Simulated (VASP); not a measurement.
Crystal: Sb.

```xyz
1
Lattice="3.2100 0.0000 0.0000 0.0000 3.2100 0.0000 0.0000 0.0000 3.2100" Properties=species:S:1:pos:R:3 pbc="T T T"
Sb    0.0000    0.0000    0.0000
```

- Program: VASP 6.6.1
- Task: relaxation of cell and atoms
- Functional: r2SCAN
- Potentials or basis: VASP PAW PBE potentials, release 64 (Sb)
- Cutoff: 600 eV
- k mesh: 6 × 6 × 6
- Occupations: gaussian, width 0.05 eV
- Spin: no spin polarisation

At the start: pressure -4.3 GPa; volume 33.08 Å³/atom.

**Question.** Where does the relaxation end?

**Answer.** Over 4 steps the energy falls by 53.2 meV/atom and the volume is 29.35 Å³/atom (-11.3 %); space group Pm-3m (No. 221, to 0.05 Å).

Step by step:
```csv
step,energy change (eV),largest force (eV/Å),pressure (GPa),volume (Å³)
1,0.0000,0.0000,-4.30,33.08
2,-0.0525,0.0000,0.88,29.00
3,-0.0530,0.0000,-0.35,29.49
4,-0.0532,0.0000,-0.05,29.35
```

Final structure:
```xyz
1
Lattice="3.0847 0.0000 0.0000 0.0000 3.0847 0.0000 0.0000 0.0000 3.0847" Properties=species:S:1:pos:R:3 pbc="T T T"
Sb    0.0000    0.0000    0.0000
```

Caveat: the PAW data sets were made with another functional, which shifts forces and pressure a little.
